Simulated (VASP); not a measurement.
# Y (Pm-3m) in VASP: further runs, part 2 of 2

VASP 6.6.1.

### Step 3. Relaxation of cell and atoms, PBE

This run uses another cell than the first one, of 36.26 Å³/atom, 1.052 times its volume.

File INCAR:

```
SYSTEM = Y
PREC     = Accurate       ! precision mode
ENCUT    = 600            ! plane-wave cutoff, eV
EDIFF    = 1E-6           ! SCF threshold, eV
ISMEAR   = 1              ! smearing method
SIGMA    = 0.1            ! smearing width, eV
LREAL    = .FALSE.        ! projectors in reciprocal space
LASPH    = .TRUE.         ! aspherical terms in the spheres
NELM     = 80             ! most SCF steps
ALGO     = Normal         ! electronic algorithm
ISIF     = 3              ! what is computed and relaxed
LWAVE    = .FALSE.        ! write WAVECAR
LCHARG   = .FALSE.        ! write CHGCAR
GGA      = PE             ! functional
IBRION   = 2              ! ionic algorithm
NSW      = 80             ! ionic steps
EDIFFG   = -0.02          ! ionic threshold
```

File KPOINTS:

```
regular mesh
0
G
  6 6 6
  0 0 0
```

File POSCAR:

```
Y
1.0
    3.3100000000      0.0000000000      0.0000000000
    0.0000000000      3.3100000000      0.0000000000
    0.0000000000      0.0000000000      3.3100000000
Y
1
Direct
    0.0000000000      0.0000000000      0.0000000000
```

Potentials or basis: VASP PAW PBE potentials, release 64 (Y_sv).

The run is started by

```sh
cat potpaw_PBE.64/Y_sv/POTCAR > POTCAR
mpirun -np 1 vasp_std > vasp.out
```

It took 20 s on 1 thread of Intel Xeon Platinum 8488C (Sapphire Rapids), shared host; peak memory 0.17 GiB.

The run converged. Its results:

| Item | Value |
| --- | --- |
| Free energy | -5.6550 eV |
| Relaxed volume | 34.31 Å³/atom |
| Relaxed cell | a = 3.250 Å, b = 3.250 Å, c = 3.250 Å, α = 90.00°, β = 90.00°, γ = 90.00° |
| Space group after relaxing (to 0.05 Å) | Pm-3m (No. 221) |
| Energy gained by relaxing | 8.2 meV/atom |
| Ionic steps | 3 |
| Pressure after relaxing | 0.0 GPa |

Step by step:
```tsv
step	energy change (eV)	largest force (eV/Å)	pressure (GPa)	volume (Å³)
1	0.0000	0.0000	-1.36	36.26
2	-0.0079	0.0000	-0.25	34.68
3	-0.0082	0.0000	0.00	34.31
```

Final structure:
```
CELL_PARAMETERS angstrom
3.24952 0.00000 0.00000
0.00000 3.24952 0.00000
0.00000 0.00000 3.24952
ATOMIC_POSITIONS crystal
Y 0.00000 0.00000 0.00000
```

Levels at points of the mesh, in eV from the Fermi level:
```csv
k point,band 3,band 4,band 5,band 6,band 7,band 8,band 9
"(0.00, 0.00, 0.00)",-22.64,-22.64,-4.50,-0.64,-0.64,5.24,5.24
"(0.50, 0.00, 0.00)",-22.58,-22.58,-1.78,0.00,0.07,2.75,2.75
"(0.50, 0.50, 0.00)",-23.27,-22.52,-1.87,0.13,3.30,3.30,3.58
"(0.50, 0.50, 0.50)",-23.17,-23.17,-0.60,-0.60,-0.60,5.58,6.94
```

### Step 4. Relaxation of cell and atoms, PBE, target pressure 15 GPa, at which the enthalpy is minimised

This run uses another cell than the first one, of 36.26 Å³/atom, 1.052 times its volume.

File INCAR:

```
SYSTEM = Y
PREC = Accurate
ENCUT = 600
EDIFF = 1E-6
ISMEAR = 1
SIGMA = 0.1
LREAL = .False.
LASPH = .True.
NELM = 80
ALGO = Normal
ISIF = 3
LWAVE = .False.
LCHARG = .False.
GGA = PE
IBRION = 2
NSW = 80
EDIFFG = -0.02
PSTRESS = 150.0
```

File KPOINTS:

```
regular mesh
0
Gamma
  6 6 6
  0 0 0
```

POSCAR is that of step 3.

The run is started by

```sh
cat potpaw_PBE.64/Y_sv/POTCAR > POTCAR
mpirun -np 1 vasp_std > vasp.out
```

Run time: 47 s. Hardware: 1 thread of Intel Xeon Platinum 8488C (Sapphire Rapids), shared host; peak memory 0.19 GiB.

The run converged. Its results:

- Free energy: -5.2783 eV
- Relaxed volume: 24.71 Å³/atom
- Relaxed cell: a = 2.913 Å, b = 2.913 Å, c = 2.913 Å, α = 90.00°, β = 90.00°, γ = 90.00°
- Space group after relaxing (to 0.05 Å): Pm-3m (No. 221)
- Energy change on relaxing (the enthalpy is what falls): +368.5 meV/atom
- Ionic steps: 7
- Pressure after relaxing: 15.0 GPa

Step by step:
```tsv
step	energy change (eV)	largest force (eV/Å)	pressure (GPa)	volume (Å³)
1	0.0000	0.0000	-1.36	36.26
2	1.0889	0.0000	37.68	20.10
3	0.3284	0.0000	13.60	25.16
4	0.3628	0.0000	14.82	24.77
5	0.3818	0.0000	15.45	24.57
6	0.3601	0.0000	14.69	24.80
7	0.3685	0.0000	14.99	24.71
```

Final structure:
```xyz
1
Lattice="2.9128 0.0000 0.0000 0.0000 2.9128 0.0000 0.0000 0.0000 2.9128" Properties=species:S:1:pos:R:3 pbc="T T T"
Y     0.0000    0.0000    0.0000
```

Levels at points of the mesh, in eV from the Fermi level:
```
           k point  band 2  band 3  band 4  band 5  band 6  band 7  band 8  band 9
(0.00, 0.00, 0.00)  -21.76  -21.76  -21.76   -4.82   -1.21   -1.21    7.25    7.25
(0.50, 0.00, 0.00)  -23.57  -21.58  -21.58   -1.53   -0.18    0.76    3.42    3.42
(0.50, 0.50, 0.00)  -23.27  -23.27  -21.42   -3.12    0.48    4.28    4.28    5.53
(0.50, 0.50, 0.50)  -23.01  -23.01  -23.01   -1.35   -1.35   -1.35    5.67   11.91
```

Caveat: the cell is relaxed towards a set pressure, so the enthalpy falls and the energy may rise; the volume moved by over 15 % at a fixed basis, so the end points are rough.

### Step 5. Relaxation of cell and atoms, PBE, target pressure 30 GPa, at which the enthalpy is minimised

This run uses another cell than the first one, of 36.26 Å³/atom, 1.052 times its volume.

File INCAR:

```
ALGO = Normal ; EDIFF = 1E-6
EDIFFG = -0.02 ; ENCUT = 600
GGA = PE ; IBRION = 2
ISIF = 3 ; ISMEAR = 1
LASPH = True ; LCHARG = False
LREAL = False ; LWAVE = False
NELM = 80 ; NSW = 80
PREC = Accurate ; PSTRESS = 300.0
SIGMA = 0.1
```

File KPOINTS:

```
k-points
0
Gamma
  6 6 6
```

POSCAR is that of step 4.

The run is started by

```sh
cat potpaw_PBE.64/Y_sv/POTCAR > POTCAR
mpirun -np 1 vasp_std > vasp.out
```

It took 41 s on 1 thread of Intel Xeon Platinum 8488C (Sapphire Rapids), shared host; peak memory 0.21 GiB.

Results (log left out):

* Free energy: -4.8217 eV
* Relaxed volume: 21.35 Å³/atom
* Relaxed cell: a = 2.774 Å, b = 2.774 Å, c = 2.774 Å, α = 90.00°, β = 90.00°, γ = 90.00°
* Space group after relaxing (to 0.05 Å): Pm-3m (No. 221)
* Energy change on relaxing (the enthalpy is what falls): +825.0 meV/atom
* Ionic steps: 5
* Pressure after relaxing: 30.0 GPa

The path:
```tsv
step	energy change (eV)	largest force (eV/Å)	pressure (GPa)	volume (Å³)
1	0.0000	0.0000	-1.36	36.26
2	8.8207	0.0000	345.48	10.31
3	0.5346	0.0000	20.56	23.21
4	0.6813	0.0000	25.43	22.18
5	0.8250	0.0000	30.01	21.35
```

Final structure:
```yaml
crystal:
  lattice:
    - [2.77411, 0.00000, 0.00000]
    - [0.00000, 2.77411, 0.00000]
    - [0.00000, 0.00000, 2.77411]
  atoms:
    - { symbol: Y, position: [0.00000, 0.00000, 0.00000] }
```

Levels at points of the mesh, in eV from the Fermi level:
| k point | band 4 | band 5 | band 6 | band 7 | band 8 | band 9 |
| --- | --- | --- | --- | --- | --- | --- |
| (0.00, 0.00, 0.00) | -21.28 | -4.71 | -1.49 | -1.49 | 8.40 | 8.40 |
| (0.50, 0.00, 0.00) | -21.01 | -1.21 | -0.28 | 1.41 | 3.81 | 3.81 |
| (0.50, 0.50, 0.00) | -20.77 | -3.75 | 0.77 | 4.84 | 4.84 | 6.76 |
| (0.50, 0.50, 0.50) | -23.04 | -1.72 | -1.72 | -1.72 | 5.75 | 11.64 |

Caveat: the cell is relaxed towards a set pressure, so the enthalpy falls and the energy may rise; the volume moved by over 15 % at a fixed basis, so the end points are rough.

### Step 6. Relaxation of cell and atoms, PBE, target pressure 45 GPa, at which the enthalpy is minimised

This run uses another cell than the first one, of 36.26 Å³/atom, 1.052 times its volume.

File INCAR:

```
ALGO     = Normal         # electronic algorithm
EDIFF    = 1E-6           # SCF threshold, eV
EDIFFG   = -0.02          # ionic threshold
ENCUT    = 600            # plane-wave cutoff, eV
GGA      = PE             # functional
IBRION   = 2              # ionic algorithm
ISIF     = 3              # what is computed and relaxed
ISMEAR   = 1              # smearing method
LASPH    = T              # aspherical terms in the spheres
LCHARG   = F              # write CHGCAR
LREAL    = F              # projectors in reciprocal space
LWAVE    = F              # write WAVECAR
NELM     = 80             # most SCF steps
NSW      = 80             # ionic steps
PREC     = Accurate       # precision mode
PSTRESS  = 450.0        
SIGMA    = 0.1            # smearing width, eV
```

KPOINTS is that of step 5.

POSCAR is that of step 5.

Potentials or basis: VASP PAW PBE potentials, release 64 (Y_sv).

The run is started by

```sh
cat potpaw_PBE.64/Y_sv/POTCAR > POTCAR
mpirun -np 1 vasp_std > vasp.out
```

It took 85 s on 1 thread of Intel Xeon Platinum 8488C (Sapphire Rapids), shared host; peak memory 0.3 GiB.

The run converged. Its results:

```
Free energy                                            : -4.2860 eV
Relaxed volume                                         : 19.04 Å³/atom
Relaxed cell                                           : a = 2.670 Å, b = 2.670 Å, c = 2.670 Å, α = 90.00°, β = 90.00°, γ = 90.00°
Space group after relaxing (to 0.05 Å)                 : Pm-3m (No. 221)
Energy change on relaxing (the enthalpy is what falls) : +1360.7 meV/atom
Ionic steps                                            : 9
Pressure after relaxing                                : 45.0 GPa
```

Step by step:
```tsv
step	energy change (eV)	largest force (eV/Å)	pressure (GPa)	volume (Å³)
1	0.0000	0.0000	-1.36	36.26
2	65.4920	0.0000	2436.30	4.37
3	0.0062	0.0000	2.24	32.01
4	0.2019	0.0000	10.26	26.91
5	1.5277	0.0000	49.95	18.48
6	1.3322	0.0000	44.16	19.14
7	1.4088	0.0000	46.38	18.87
8	1.2995	0.0000	43.25	19.26
9	1.3607	0.0000	44.98	19.04
```

Final structure:
```
Y
1.0
     2.67025    0.00000    0.00000
     0.00000    2.67025    0.00000
     0.00000    0.00000    2.67025
Y
1
Direct
  0.00000 0.00000 0.00000
```

Levels at points of the mesh, in eV from the Fermi level:
| k point | band 2 | band 3 | band 4 | band 5 | band 6 | band 7 | band 8 | band 9 |
| --- | --- | --- | --- | --- | --- | --- | --- | --- |
| (0.00, 0.00, 0.00) | -20.90 | -20.90 | -20.90 | -4.47 | -1.74 | -1.74 | 9.39 | 9.39 |
| (0.50, 0.00, 0.00) | -24.28 | -20.54 | -20.54 | -0.83 | -0.39 | 2.06 | 4.12 | 4.12 |
| (0.50, 0.50, 0.00) | -23.67 | -23.67 | -20.21 | -4.29 | 1.06 | 5.31 | 5.31 | 7.85 |
| (0.50, 0.50, 0.50) | -23.14 | -23.14 | -23.14 | -2.05 | -2.05 | -2.05 | 5.85 | 16.71 |

Caveat: the cell is relaxed towards a set pressure, so the enthalpy falls and the energy may rise; the volume moved by over 15 % at a fixed basis, so the end points are rough.

### Step 7. The runs side by side

| task | cell | cutoff (eV) | gap on the mesh (eV) | pressure (GPa) |
| --- | --- | --- | --- | --- |
| single point | a = 3.254 Å, 1 atom | 520 | none | -0.1 |
| relaxation of cell and atoms | relaxed from a = 3.310 Å, 1 atom | 600 | none | 0.0 |
| relaxation of cell and atoms | relaxed to 15 GPa from a = 3.310 Å, 1 atom | 600 | none | 15.0 |
| relaxation of cell and atoms | relaxed to 30 GPa from a = 3.310 Å, 1 atom | 600 | none | 30.0 |
| relaxation of cell and atoms | relaxed to 45 GPa from a = 3.310 Å, 1 atom | 600 | none | 45.0 |

Alike in all rows: level PBE; potentials or basis VASP PAW PBE potentials, release 64 (Y_sv); no spin polarisation; k mesh 6 × 6 × 6; smearing methfessel-paxton 0.1 eV.

Caveats: the cell is relaxed towards a set pressure, so the enthalpy falls and the energy may rise (some runs); the volume moved by over 15 % at a fixed basis, so the end points are rough (some runs).

Total energies depend on the potentials used, so only differences within one code and one set of settings carry meaning.
